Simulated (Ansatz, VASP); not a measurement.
# One calculation of PbS, two programs

Contents of INCAR:

```
PREC = Accurate ; ENCUT = 520
EDIFF = 1E-6 ; ISMEAR = 0
SIGMA = 0.05 ; LREAL = F
LASPH = T ; NELM = 100
ALGO = Normal ; ISIF = 2
LWAVE = F ; LCHARG = T
GGA = PS ; LELF = T
LVHAR = T ; NBANDS = 17
```

The input KPOINTS:

```
regular mesh
0
Gamma
  10 10 10
```

The input POSCAR:

```
PbS
1.0
    0.0000000000      2.9411910500      2.9411910500
    2.9411910500      0.0000000000      2.9411910500
    2.9411910500      2.9411910500      0.0000000000
Pb S
1 1
Direct
    0.0000000000      0.0000000000      0.0000000000
    0.5000000000      0.5000000000      0.5000000000
```

Input for Ansatz:

```yaml
crystal:
  lattice:
    - [0.0, 2.94119105, 2.94119105]
    - [2.94119105, 0.0, 2.94119105]
    - [2.94119105, 2.94119105, 0.0]
  atoms:
    - { symbol: Pb, position: [0.0, 0.0, 0.0] }
    - { symbol: S, position: [0.5, 0.5, 0.5] }
basis:
  ecutwfc: 420
kpoints:
  mp_grid: { grid: [10, 10, 10] }
hamiltonian:
  xc: pbesol
scf:
  occupations: { method: gaussian, width: 0.05 }
output:
  forces: true
  stress: true
  eigenvalues: true
  populations: true
```

Alike in both runs: task single point; functional PBEsol; k mesh 10 × 10 × 10; occupations gaussian, width 0.05 eV; no spin polarisation.

```csv
,VASP,Ansatz
version,VASP 6.6.1,Ansatz 0.2.0
potentials or method,"VASP PAW PBE potentials, release 64 (Pb_d, S), cutoff 520 eV","scalar-relativistic, plane waves, PAW"
valence electrons in the cell,20,20
```

VASP gave:

| Quantity | Value |
| --- | --- |
| gap on the k mesh at the Fermi level (eV) | 0.16 |
| least direct gap on the mesh (eV) | 0.16 |
| pressure (GPa) | 0.6 |

Q: Which values does Ansatz return?

A: gap on the k mesh at the Fermi level (eV): 0.15; least direct gap on the mesh (eV): 0.15; pressure (GPa): 0.6.

VASP's potentials were made for PBE, not for PBEsol.

Neither program's run includes spin-orbit coupling.
